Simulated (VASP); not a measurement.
# SiO2 (Fddd) in VASP: a series of runs, part 2 of 2

VASP 6.6.1. Earlier steps stand in the parts before.

### 4 Single point, PBE (13.18 Å³/atom)

This run uses another cell than the first one, of 13.18 Å³/atom.

Input file INCAR:

```
SYSTEM = SiO2
PREC = Accurate ; ENCUT = 520
EDIFF = 1E-6 ; ISMEAR = 0
SIGMA = 0.02 ; LREAL = .False.
LASPH = .True. ; NELM = 80
ALGO = Normal ; ISIF = 2
LWAVE = .False. ; LCHARG = .False.
GGA = PE ; NBANDS = 44
```

Input file KPOINTS:

```
Automatic mesh
0
Gamma
  6 6 6
  0 0 0
```

Input file POSCAR:

```
SiO2
1.0
    0.0000000000      4.6456305904      7.3232183294
    2.3248051270      0.0000000000      7.3232183294
    2.3248051270      4.6456305904      0.0000000000
Si O
4 8
Direct
    0.5622245477      0.5622245477      0.9377754523
    0.3122245477      0.3122245477      0.6877754523
    0.6877754523      0.6877754523      0.3122245477
    0.9377754523      0.9377754523      0.5622245477
    0.6250000000      0.1250000000      0.6250000000
    0.6250000000      0.6250000000      0.1250000000
    0.6250000000      0.6250000000      0.6250000000
    0.1250000000      0.6250000000      0.6250000000
    0.1787365280      0.8212634720      0.1787365280
    0.8212634720      0.1787365280      0.8212634720
    0.4287365280      0.0712634720      0.4287365280
    0.0712634720      0.4287365280      0.0712634720
```

On the command line:

```sh
> cat potpaw_PBE.64/Si/POTCAR potpaw_PBE.64/O/POTCAR > POTCAR
> mpirun -np 1 vasp_std > vasp.out
```

Run time: 16 min. Hardware: 1 thread of AMD EPYC 9755, shared host; peak memory 0.46 GiB.

Results (log left out):

| Property | Result |
| --- | --- |
| Free energy | -94.5070 eV |
| Pressure | 8.1 GPa |
| Largest force | 0.041 eV/Å |
| Band gap on the k mesh | 5.88 eV |

Forces in eV/Å, atoms in the order of the input:
```
Si   0.000  0.000  0.041
Si   0.000  0.000  0.041
Si   0.000  0.000 -0.041
Si   0.000  0.000 -0.041
O    0.000  0.000  0.000
O    0.000  0.000  0.000
O    0.000  0.000  0.000
O    0.000  0.000  0.000
O    0.000 -0.003  0.000
O    0.000  0.003  0.000
O    0.000 -0.003  0.000
O    0.000  0.003  0.000
```

Stress tensor (GPa, compression positive):
```
8.22 0.00 0.00
0.00 7.95 0.00
0.00 0.00 8.17
```

Levels at points of the mesh, in eV from the valence-band top:
| k point | band 30 | band 31 | band 32 | band 33 | band 34 | band 35 |
| --- | --- | --- | --- | --- | --- | --- |
| (0.00, 0.00, 0.00) | -0.47 | -0.04 | 0.00 | 5.88 | 8.40 | 8.56 |
| (0.50, 0.00, 0.00) | -0.54 | -0.31 | -0.25 | 8.41 | 8.94 | 9.24 |
| (0.50, 0.50, 0.00) | -0.65 | -0.13 | -0.13 | 7.05 | 7.05 | 8.90 |
| (0.50, 0.00, 0.50) | -0.94 | -0.31 | -0.31 | 7.93 | 7.93 | 9.59 |
| (0.00, 0.50, 0.50) | -0.93 | -0.17 | -0.17 | 8.28 | 8.28 | 9.20 |

Caveat: the cell stands under pressure.

### 5 Relaxation of cell and atoms, PBE, target pressure 15 GPa, at which the enthalpy is minimised

This run uses another cell than the first one, of 12.56 Å³/atom.

Input file INCAR:

```
  ALGO = Normal
  EDIFF = 1E-6
  EDIFFG = -0.008
  ENCUT = 600
  GGA = PE
  IBRION = 2
  ISIF = 3
  ISMEAR = 0
  LASPH = True
  LCHARG = False
  LREAL = False
  LWAVE = False
  NELM = 100
  NSW = 70
  PREC = Accurate
  PSTRESS = 150.0
  SIGMA = 0.02
```

Input file KPOINTS:

```
k-points
0
Gamma
  6 6 6
```

Input file POSCAR:

```
SiO2
1.0
    0.0000000000      4.5720309625      7.2054207368
    2.2879629078      0.0000000000      7.2054207368
    2.2879629078      4.5720309625      0.0000000000
Si O
4 8
Direct
    0.5622160876      0.5622160876      0.9377839124
    0.3122160876      0.3122160876      0.6877839124
    0.6877839124      0.6877839124      0.3122160876
    0.9377839124      0.9377839124      0.5622160876
    0.6250000000      0.1250000000      0.6250000000
    0.6250000000      0.6250000000      0.1250000000
    0.6250000000      0.6250000000      0.6250000000
    0.1250000000      0.6250000000      0.6250000000
    0.1787091431      0.8212908569      0.1787091431
    0.8212908569      0.1787091431      0.8212908569
    0.4287091431      0.0712908569      0.4287091431
    0.0712908569      0.4287091431      0.0712908569
```

On the command line:

```sh
> cat potpaw_PBE.64/Si/POTCAR potpaw_PBE.64/O/POTCAR > POTCAR
> mpirun -np 1 vasp_std > vasp.out
```

Run time: 89 min. Hardware: 1 thread of Oxide Virtual Turin-like, shared host; peak memory 0.55 GiB.

Results (log left out):

```yaml
Free_energy: -93.9835 eV
Relaxed_volume: 12.55 Å³/atom
Relaxed_cell: a = 8.579 Å, b = 7.625 Å, c = 5.083 Å, α = 82.31°, β = 61.74°, γ = 35.96°
Space_group_after_relaxing_to_0.1_Å: Fddd (No. 70)
Energy_change_on_relaxing_the_run_minimises_the_enthalpy: -5.9 meV/atom
Ionic_steps: 13
Pressure_after_relaxing: 15.0 GPa
Largest_force_after_relaxing: 0.005 eV/Å
Band_gap_on_the_k_mesh: 5.94 eV
```

Forces in eV/Å, atoms in the order of the input:
```
Si   0.000  0.000 -0.001
Si   0.000  0.000 -0.001
Si   0.000  0.000  0.001
Si   0.000  0.000  0.001
O    0.000  0.000  0.000
O    0.000  0.000  0.000
O    0.000  0.000  0.000
O    0.000  0.000  0.000
O    0.000  0.005  0.000
O    0.000 -0.005  0.000
O    0.000  0.005  0.000
O    0.000 -0.005  0.000
```

Step by step:
| step | energy change (eV) | largest force (eV/Å) | pressure (GPa) | volume (Å³) |
| --- | --- | --- | --- | --- |
| 1 | 0.0000 | 0.7219 | 18.71 | 150.75 |
| 2 | -0.5320 | 0.4122 | 7.18 | 157.18 |
| 3 | -0.2770 | 0.2668 | 13.98 | 153.20 |
| 4 | -0.2129 | 0.1793 | 14.30 | 152.31 |
| 5 | -0.1016 | 0.2036 | 14.75 | 151.01 |
| 6 | 0.0027 | 0.5933 | 15.78 | 150.00 |
| 7 | -0.0758 | 0.0311 | 15.05 | 150.71 |
| 8 | -0.0775 | 0.0203 | 15.03 | 150.72 |
| 9 | -0.0796 | 0.0096 | 14.99 | 150.73 |
| 10 | -0.0780 | 0.0115 | 14.98 | 150.71 |
| 11 | -0.0748 | 0.0198 | 14.93 | 150.67 |
| 12 | -0.0560 | 0.0684 | 15.25 | 150.48 |
| 13 | -0.0704 | 0.0053 | 15.01 | 150.63 |

Final structure:
```
Si O
1.0
     0.00000    4.54370    7.27650
     2.27794    0.00000    7.27650
     2.27794    4.54370    0.00000
Si O
4 8
Direct
  0.56136 0.56136 0.93864
  0.31136 0.31136 0.68864
  0.68864 0.68864 0.31136
  0.93864 0.93864 0.56136
  0.62500 0.12500 0.62500
  0.62500 0.62500 0.12500
  0.62500 0.62500 0.62500
  0.12500 0.62500 0.62500
  0.17254 0.82746 0.17254
  0.82746 0.17254 0.82746
  0.42254 0.07746 0.42254
  0.07746 0.42254 0.07746
```

Levels at points of the mesh, in eV from the valence-band top:
| k point | band 29 | band 30 | band 31 | band 32 | band 33 | band 34 | band 35 | band 36 |
| --- | --- | --- | --- | --- | --- | --- | --- | --- |
| (0.00, 0.00, 0.00) | -0.57 | -0.45 | -0.12 | 0.00 | 5.94 | 8.42 | 8.72 | 8.76 |
| (0.50, 0.00, 0.00) | -0.69 | -0.60 | -0.37 | -0.25 | 8.51 | 9.06 | 9.66 | 9.93 |
| (0.50, 0.50, 0.00) | -0.76 | -0.76 | -0.12 | -0.12 | 7.12 | 7.12 | 9.02 | 9.02 |
| (0.50, 0.00, 0.50) | -1.09 | -1.09 | -0.41 | -0.41 | 7.90 | 7.90 | 9.63 | 9.63 |
| (0.00, 0.50, 0.50) | -1.04 | -1.04 | -0.26 | -0.26 | 8.35 | 8.35 | 9.07 | 9.07 |

Caveat: the cell is relaxed towards a set pressure, so the run minimises the enthalpy, not the energy.

### 6 The runs side by side

| task | cell | cutoff (eV) | gap on the mesh (eV) | pressure (GPa) | largest force (eV/Å) |
| --- | --- | --- | --- | --- | --- |
| single point | a = 8.540, b = 7.592, c = 5.052 Å, angles 82.3, 61.8, 35.9°, 12 atoms, atomic positions A | 520 | 5.94 | 18.0 | 0.05 |
| single point | a = 8.603, b = 7.633, c = 5.125 Å, angles 82.3, 61.6, 36.2°, 12 atoms, atomic positions B | 520 | 5.94 | 12.8 | 0.05 |
| single point | a = 8.672, b = 7.683, c = 5.195 Å, angles 82.2, 61.4, 36.4°, 12 atoms, atomic positions C | 520 | 5.88 | 8.1 | 0.04 |
| relaxation of cell and atoms | relaxed to 15 GPa from a = 8.534, b = 7.560, c = 5.113 Å, angles 82.2, 61.4, 36.4°, 12 atoms, atomic positions C | 600 | 5.94 | 15.0 | 0.01 |

Alike in all rows: level PBE; potentials or basis VASP PAW PBE potentials, release 64 (Si, O); no spin polarisation; k mesh 6 × 6 × 6; smearing gaussian 0.02 eV.

Caveats: the cell stands under pressure (at least some runs); the cell is relaxed towards a set pressure, so the run minimises the enthalpy, not the energy (at least some runs).

Total energies depend on the potentials used, so only differences within one code and one set of settings carry meaning.
